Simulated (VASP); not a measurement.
Write the native input for VASP 6.6.1 that does the following.

```yaml
Task: single point
Functional: PBEsol
Potentials_or_basis: VASP PAW PBE potentials, release 64 (Bi_d, Cs_sv, Ag, Br)
Cutoff: 520 eV
k_mesh: 4 × 4 × 4
Occupations: fermi-dirac, width 0.05 eV
Spin: no spin polarisation
Hubbard_terms: Ag d U = 3.0 eV
Dipole_correction: no
Further_INCAR_settings: ALGO = Normal; EDIFF = 1e-07; NBANDS = 54
```

The structure of Cs2AgBiBr6 lies in POSCAR:

```
Cs2AgBiBr6
1.0
    0.0000000000      5.6161000000      5.6161000000
    5.6161000000      0.0000000000      5.6161000000
    5.6161000000      5.6161000000      0.0000000000
Bi Cs Ag Br
1 2 1 6
Direct
    0.0000000000      0.0000000000      0.0000000000
    0.7500000000      0.7500000000      0.7500000000
    0.2500000000      0.2500000000      0.2500000000
    0.5000000000      0.5000000000      0.5000000000
    0.7494500000      0.7494500000      0.2505500000
    0.2505500000      0.2505500000      0.7494500000
    0.7494500000      0.2505500000      0.2505500000
    0.7494500000      0.2505500000      0.7494500000
    0.2505500000      0.7494500000      0.7494500000
    0.2505500000      0.7494500000      0.2505500000
```

One way to write it, as run:

INCAR

```
PREC = Accurate
ENCUT = 520
EDIFF = 1E-7
ISMEAR = -1
SIGMA = 0.05
LREAL = F
LASPH = T
NELM = 150
ALGO = Normal
ISIF = 2
LWAVE = F
LCHARG = F
LMAXMIX = 4
LDAU = T
LDAUTYPE = 2
LDAUL = -1 -1 2 -1
LDAUU = 0 0 3 0
LDAUJ = 0 0 0 0
LDAUPRINT = 1
GGA = PS
NBANDS = 54
```

KPOINTS

```
Automatic mesh
0
Gamma
  4 4 4
```

Potentials or basis: VASP PAW PBE potentials, release 64 (Bi_d, Cs_sv, Ag, Br).

Run with:

```console
$ cat potpaw_PBE.64/Bi_d/POTCAR potpaw_PBE.64/Cs_sv/POTCAR potpaw_PBE.64/Ag/POTCAR potpaw_PBE.64/Br/POTCAR > POTCAR
$ mpirun -np 1 vasp_std > vasp.out
```

It gave:

```yaml
Pressure: 0.0 GPa
Largest_force: 0.279 eV/Å
Band_gap_on_the_k_mesh: 1.42 eV (least direct gap 2.59 eV)
```

Caveat: the PAW data sets were made with another functional, which shifts forces and pressure a little; spin-orbit coupling is left out, which moves the levels of the heavy elements.

Run time: 93 s on 1 thread of Intel(R) Xeon(R) 6975P-C (Granite Rapids), with other jobs on the host, peak memory 0.57 GiB.
